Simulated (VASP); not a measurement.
# MgB2: single point with PBEsol

Crystal: MgB2.

```
Mg B
1.0
     2.98224    0.00000    0.00000
    -1.49112    2.58269    0.00000
     0.00000    0.00000    3.29950
Mg B
1 2
Direct
  0.00000 0.00000 0.00000
  0.66667 0.33333 0.50000
  0.33333 0.66667 0.50000
```

```yaml
Program: VASP 6.6.1
Task: single point
Functional: PBEsol
Potentials_or_basis: VASP PAW PBE potentials, release 64 (Mg, B)
Cutoff: 520 eV
k_mesh: 10 × 10 × 8
Occupations: fermi-dirac, width 0.05 eV
Spin: no spin polarisation
Dipole_correction: no
Further_INCAR_settings: ALGO = Normal; EDIFF = 1e-06; NBANDS = 11
```

```yaml
Pressure: 20.2 GPa
Band_gap_on_the_k_mesh: zero (bands 4 and 5 overlap by 3.00 eV)
```

Stress tensor (GPa, compression positive):
```
20.28  0.00  0.00
 0.00 20.28  0.00
 0.00  0.00 20.03
```

Levels at points of the mesh, in eV from the Fermi level:
```
           k point  band 1  band 2  band 3  band 4  band 5  band 6  band 7  band 8  band 9
(0.00, 0.00, 0.00)  -13.25   -2.89    0.26    0.26    2.42    6.49    6.49    8.99   10.92
(0.50, 0.00, 0.00)   -9.04   -8.49   -2.49    0.35    3.56    3.87    6.36    8.66   14.08
(0.00, 0.00, 0.50)  -11.64   -8.07    0.78    0.78    6.80    6.80    8.32   11.52   11.97
(0.50, 0.00, 0.50)   -7.80   -7.37   -4.02   -2.14   -1.51    6.34    9.50    9.78   15.26
```

It took 7.4 s on 1 thread of Intel(R) Xeon(R) 6975P-C (Granite Rapids), on a shared host, peak memory 0.15 GiB.

Caveat: the cell stands under pressure; the PAW data sets were made with another functional, which shifts forces and pressure a little.
